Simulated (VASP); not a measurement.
Y2GeS4, 7 atoms in the cell. Symmetry: C2/m, No. 12, monoclinic system. Conventional cell: a = 14.175 Å, b = 3.956 Å, c = 6.906 Å, α = 90.00°, β = 117.11°, γ = 90.00°. Y (site symmetry m) has 6 S at 2.67 to 2.85 Å and 1 Ge at 3.49 Å within 3.5 Å. Ge (site symmetry 2/m) has 6 S at 2.71 to 2.79 Å and 2 Y at 3.49 Å within 3.6 Å. Within 3.5 Å of S (site symmetry m) lie 3 Y at 2.67 to 2.78 Å and 1 Ge at 2.71 Å. Within 4.1 Å of S (site symmetry m) lie 3 Y at 2.73 to 2.85 Å and 2 Ge at 2.79 Å and 10 S at 3.68 to 4.08 Å. 

| Property | Result |
| --- | --- |
| Program | VASP 6.6.1 |
| Task | single point |
| Functional | PBE |
| Potentials or basis | VASP PAW PBE potentials, release 64 (Y_sv, Ge_d, S) |
| Cutoff | 520 eV |
| k mesh | 3 × 3 × 2 |
| Occupations | gaussian, width 0.15 eV |
| Spin | no spin polarisation |
| Dipole correction | no |
| Further INCAR settings | ALGO = Normal; EDIFF = 1e-06; NBANDS = 39 |

Potentials or basis: VASP PAW PBE potentials, release 64 (Y_sv, Ge_d, S).

The run is started by

```console
$ cat potpaw_PBE.64/Y_sv/POTCAR potpaw_PBE.64/Ge_d/POTCAR potpaw_PBE.64/S/POTCAR > POTCAR
$ mpirun -np 1 vasp_std > vasp.out
```

Hardware: 1 thread of Intel(R) Xeon(R) 6975P-C (Granite Rapids), on a shared host.

Task: How long does it take, and how much memory?

Result: Run time: 85 s on 1 thread of Intel(R) Xeon(R) 6975P-C (Granite Rapids) (shared host), peak memory 0.4 GiB. Counts: scf iterations 15, k points 8.
